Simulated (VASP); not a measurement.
Input of a VASP 6.6.1 run:

The input INCAR:

```
SYSTEM = BN
PREC = Accurate ; ENCUT = 520
EDIFF = 1E-7 ; ISMEAR = -5
SIGMA = 0.1 ; LREAL = .FALSE.
LASPH = .TRUE. ; NELM = 80
ALGO = Normal ; ISIF = 2
LWAVE = .FALSE. ; LCHARG = .FALSE.
GGA = PE ; NBANDS = 11
```

The input KPOINTS:

```
Automatic mesh
0
G
  16 16 16
  0 0 0
```

File POSCAR:

```
BN
1.0
    0.0000000000      1.8123531715      1.8123531715
    1.8123531715      0.0000000000      1.8123531715
    1.8123531715      1.8123531715      0.0000000000
B N
1 1
Direct
    0.0000000000      0.0000000000      0.0000000000
    0.2500000000      0.2500000000      0.2500000000
```

Potentials or basis: VASP PAW PBE potentials, release 64 (B, N).

Run with:

```bash
$ cat potpaw_PBE.64/B/POTCAR potpaw_PBE.64/N/POTCAR > POTCAR
$ mpirun -np 1 vasp_std > vasp.out
```

**Question.** Predict the band gap on the k mesh.

**Answer.** 4.45 eV, indirect (least direct gap 8.78 eV).

**Question.** Predict the pressure.

**Answer.** 0.2 GPa.

A k mesh can miss the band edges. As with any semilocal functional, this PBE gap is likely too small.
